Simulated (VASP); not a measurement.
# Zr2NbTe4 (C2/m) in VASP: single point with PBE

Aim: the single point of Zr2NbTe4 with PBE.

Program: VASP 6.6.1. These are calculated values, not measurements. Logs are shortened: lines on timing, memory, paths and dates and some standing lists are left out, and cuts for length are marked.

## Step 1: The cell of the first run

The structure is monoclinic, space group C2/m (No. 12). The conventional cell has a = 15.182 Å, b = 3.834 Å, c = 7.114 Å, α = 90.00°, β = 116.84°, γ = 90.00°. Within 3.9 Å of Zr (site symmetry m) lie 6 Te at 2.87 to 3.06 Å and 1 Nb at 3.41 Å and 4 Zr at 3.54 to 3.83 Å. Within 3.9 Å of Nb (site symmetry 2/m) lie 6 Te at 2.81 to 2.85 Å and 2 Zr at 3.41 Å and 2 Nb at 3.83 Å. Within 4.2 Å of Te (site symmetry m) lie 1 Nb at 2.81 Å and 3 Zr at 2.87 to 2.89 Å and 9 Te at 3.61 to 4.13 Å. Te (site symmetry m) has 2 Nb at 2.85 Å and 3 Zr at 2.99 to 3.06 Å and 12 Te at 3.83 to 4.40 Å within 4.4 Å.

## Step 2: Single point, PBE

File INCAR:

```
PREC = Accurate ; ENCUT = 500
EDIFF = 1E-6 ; ISMEAR = 0
SIGMA = 0.2 ; LREAL = False
LASPH = True ; NELM = 120
ALGO = Normal ; ISIF = 2
LWAVE = False ; LCHARG = True
GGA = PE ; LELF = True
LVHAR = True ; NBANDS = 40
GGA_COMPAT = False
```

File KPOINTS:

```
regular mesh
0
Gamma
  4 4 3
```

File POSCAR:

```
Zr2NbTe4
1.0
    7.5909591417     -1.9167714457      0.0040479581
    7.5909591417      1.9167714457      0.0040479581
   -3.2148693073      0.0000000000      6.3462375030
Zr Nb Te
2 1 4
Direct
    0.7496344774      0.7496344774      0.7087067678
    0.2503655226      0.2503655226      0.2912932322
    0.0000000000      0.0000000000      0.0000000000
    0.1043202564      0.1043202564      0.4421310842
    0.8956797436      0.8956797436      0.5578689158
    0.3726941432      0.3726941432      0.0483646434
    0.6273058568      0.6273058568      0.9516353566
```

Potentials or basis: VASP PAW PBE potentials, release 64 (Zr_sv, Nb_sv, Te).

Launch:

```sh
cat potpaw_PBE.64/Zr_sv/POTCAR potpaw_PBE.64/Nb_sv/POTCAR potpaw_PBE.64/Te/POTCAR > POTCAR
mpirun -np 1 vasp_std > vasp.out
```

OUTCAR:

```text
PREC = Accurate
   ENCUT = 500
   EDIFF = 1E-6
   ISMEAR = 0
   LREAL = False
   LASPH = True
   NELM = 120
   ISIF = 2
   GGA = PE

 ion  position               nearest neighbor table
   1  0.750  0.750  0.709-   5 2.87   4 2.89   4 2.89   6 2.99   6 2.99   7 3.06   3 3.41   2 3.54
                             2 3.54
   2  0.250  0.250  0.291-   4 2.87   5 2.89   5 2.89   7 2.99   7 2.99   6 3.06   3 3.41   1 3.54
                             1 3.54
   3  0.000  0.000  0.000-   4 2.81   5 2.81   7 2.85   7 2.85   6 2.85   6 2.85   1 3.41   2 3.41

   4  0.104  0.104  0.442-   3 2.81   2 2.87   1 2.89   1 2.89   5 3.61
   5  0.896  0.896  0.558-   3 2.81   1 2.87   2 2.89   2 2.89   4 3.61
   6  0.373  0.373  0.048-   3 2.85   3 2.85   1 2.99   1 2.99   2 3.06
   7  0.627  0.627  0.952-   3 2.85   3 2.85   2 2.99   2 2.99   1 3.06

  LATTYP: Found a base centered monoclinic cell.
 ALAT       =    15.1819204420
 B/A-ratio  =     0.2525071124
 C/A-ratio  =     0.4685888509
 COS(beta)  =    -0.4514266441

  Lattice vectors:

 A1 = (   7.5909591417,  -1.9167714457,   0.0040479581)
 A2 = (   7.5909591417,   1.9167714457,   0.0040479581)
 A3 = (  -3.2148693073,   0.0000000000,   6.3462375030)

Analysis of symmetry for initial positions (statically):
=====================================================================
 Subroutine PRICEL returns:
 Original cell was already a primitive cell.

 Routine SETGRP: Setting up the symmetry group for a
 base centered monoclinic supercell.

 Subroutine GETGRP returns: Found  4 space group operations
 (whereof  4 operations were pure point group operations)
 out of a pool of  4 trial point group operations.

The static configuration has the point symmetry C_2h.

Analysis of symmetry for dynamics (positions and initial velocities):
=====================================================================
 Subroutine PRICEL returns:
 Original cell was already a primitive cell.

 Routine SETGRP: Setting up the symmetry group for a
 base centered monoclinic supercell.

 Subroutine GETGRP returns: Found  4 space group operations
 (whereof  4 operations were pure point group operations)
 out of a pool of  4 trial point group operations.

The dynamic configuration has the point symmetry C_2h.

 Subroutine INISYM returns: Found  4 space group operations
 (whereof  4 operations are pure point group operations),
 and found     1 'primitive' translations

[... 101 lines left out ...]
   NFREE  =      0    steps in history (QN), initial steepest desc. (CG)
   ISIF   =      2    stress and relaxation
   ISYM   =      2    0-nonsym 1-usesym 2-fastsym
   POTIM  = 0.5000    time-step for ionic-motion
   TEBEG  =    0.0;   TEEND  =   0.0 temperature during run
   PSTRESS=    0.0 pullay stress
   NELECT =      61.0000    total number of electrons
   NUPDOWN=      -1.0000    fix difference up-down
   EMIN   =  10.00;   EMAX   =-10.00  energy-range for DOS
   EFERMI =   0.00;   METHOD = LEGACY
   ISMEAR =     0;   SIGMA  =   0.20  broadening in eV -4-tet -1-fermi 0-gaus
   EFERMI_NEDOS =   21; number of points for ismear=-14 and -15
   IALGO  =     38    algorithm
   IMIX   =      4    mixing-type and parameters
     AMIX     =   0.40;   BMIX     =  1.00
     AMIX_MAG =   1.60;   BMIX_MAG =  1.00
  volume/ion in A,a.u.               =      26.39       178.09
  Fermi-wavevector in a.u.,A,eV,Ry     =   1.131552  2.138324 17.421039  1.280410
  Thomas-Fermi vector in A             =   2.268251
   LORBIT       =      0    0 simple, 1 ext, 2 COOP (PROOUT), +10 PAW based schemes
   GGA     = PE    functional components
   LHFCALC =     F    Hartree Fock is set to
   AEXX    =    0.0000 exact exchange contribution
   IVDW    =     0    specifies the selected vdW correction
   LEPSILON=     F    determine dielectric tensor
   LRPA    =     F    only Hartree local field effects (RPA)
 non-spin polarized calculation
 Gauss-broadening in eV      SIGMA  =   0.20
  energy-cutoff  :      500.00
  volume of cell :      184.73
 maximum number of plane-waves:      4709
 NGX is ok and might be reduce to    60
   NGX = 29   NGY = 29   NGZ = 25

 number of electron      61.0000000 magnetization

 Free energy of the ion-electron system (eV)
  ---------------------------------------------------
  ext. energy  EPLUGINS =         0.00000000
  ---------------------------------------------------
  free energy    TOTEN  =       -44.68045272 eV

  energy without entropy =      -44.54424568  energy(sigma->0) =      -44.61234920

 E-fermi :   8.3974     XC(G=0): -10.2564

 val. band max:        8.3684472638   @ k =   0.2500   0.0000   0.3333
 cond. band min:       8.3984925413   @ k =   0.5000   0.0000  -0.0000
 fundamental gap:      0.0300452775
 Fermi energy:         8.3973691108

 k-point     1 :       0.0000    0.0000    0.0000
  band No.  band energies     occupation
      1     -47.0048      2.00000
      2     -41.0611      2.00000
      3     -41.0465      2.00000
      4     -23.1392      2.00000
      5     -23.0954      2.00000
      6     -23.0476      2.00000
[... 720 lines left out ...]
     39      10.9897      0.00000
     40      11.1605      0.00000

------------------------ aborting loop because EDIFF is reached ----------------------------------------

  FORCE on cell =-STRESS in cart. coord.  units (eV):
  Direction    XX          YY          ZZ          XY          YZ          ZX
  --------------------------------------------------------------------------------------
  -------------------------------------------------------------------------------------
  Total        0.3366123      0.0681072     -0.0221984      0.0000000      0.0000000     -0.2341058
  in kB        2.9195100      0.5907084     -0.1925318      0.0000000      0.0000000     -2.0304490
  external PRESSURE =       1.1058956 kB  Pullay stress =       0.0000000 kB

 VOLUME and BASIS-vectors are now :
 -----------------------------------------------------------------------------
  energy-cutoff  :      500.00
  volume of cell :      184.73
      direct lattice vectors                 reciprocal lattice vectors
     7.590959142 -1.916771446  0.004047958     0.065850041 -0.260855305  0.033358234
     7.590959142  1.916771446  0.004047958     0.065850041  0.260855305  0.033358234
    -3.214869307  0.000000000  6.346237503    -0.000084005  0.000000000  0.157531125

 POSITION                                       TOTAL-FORCE (eV/Angst)
 -----------------------------------------------------------------------------------
      9.10249      0.00000      4.50369         0.011940      0.000000     -0.017819
      2.86456      0.00000      1.85064        -0.011940      0.000000      0.017819
      0.00000      0.00000      0.00000         0.000000      0.000000      0.000000
      0.16239      0.00000      2.80671        -0.047520      0.000000     -0.055239
     11.80466      0.00000      3.54762         0.047520      0.000000      0.055239
      5.50273      0.00000      0.30995        -0.057878      0.000000      0.005271
      6.46432      0.00000      6.04438         0.057878      0.000000     -0.005271
 -----------------------------------------------------------------------------------
    total drift:                                0.000000      0.000000      0.000000

  FREE ENERGIE OF THE ION-ELECTRON SYSTEM (eV)
  ---------------------------------------------------
  free  energy   TOTEN  =       -44.6804527181 eV

  energy  without entropy=      -44.5442456753  energy(sigma->0) =      -44.61234920
```

stdout:

```text
POSCAR found type information on POSCAR ZrNbTe
 POSCAR found :  3 types and       7 ions
 scaLAPACK will be used
 LDA part: xc-table for (Slater+PW92), standard interpolation
 POSCAR, INCAR and KPOINTS ok, starting setup
 FFT: planning ... GRIDC
 FFT: planning ... GRID_SOFT
 FFT: planning ... GRID
 WAVECAR not read
 entering main loop
```

Run time: 7.8 min. Hardware: 1 thread of Intel Xeon 8259CL, shared host; peak memory 0.45 GiB.

What came out:

```yaml
Free_energy: -44.6805 eV
Pressure: 0.1 GPa
Largest_force: 0.073 eV/Å
Band_gap_on_the_k_mesh: zero (an odd number of electrons rules out a gap without spin polarisation)
```

Forces on the atoms (eV/Å):
```
Zr   0.012  0.000 -0.018
Zr  -0.012  0.000  0.018
Nb   0.000  0.000  0.000
Te  -0.048  0.000 -0.055
Te   0.048  0.000  0.055
Te  -0.058  0.000  0.005
Te   0.058  0.000 -0.005
```

Stress tensor (GPa, compression positive):
```
 0.29  0.00 -0.20
 0.00  0.06  0.00
-0.20  0.00 -0.02
```

Levels at points of the mesh, in eV from the Fermi level:
| k point | band 29 | band 30 | band 31 | band 32 | band 33 | band 34 |
| --- | --- | --- | --- | --- | --- | --- |
| (0.00, 0.00, 0.00) | -0.77 | -0.72 | -0.28 | 0.01 | 0.23 | 0.43 |
| (0.50, 0.00, 0.00) | -0.85 | -0.06 | 0.00 | 0.33 | 0.84 | 1.27 |
| (0.50, 0.50, 0.00) | -1.39 | -0.37 | 0.46 | 0.55 | 0.58 | 0.64 |

Caveat: the k points lie up to 0.43 Å⁻¹ apart, too coarse for converged energies and pressures of a metal; spin-orbit coupling is left out, which moves the levels of the heavy elements.

The gap in the log of VASP goes by the Fermi energy; the results here count the filled bands.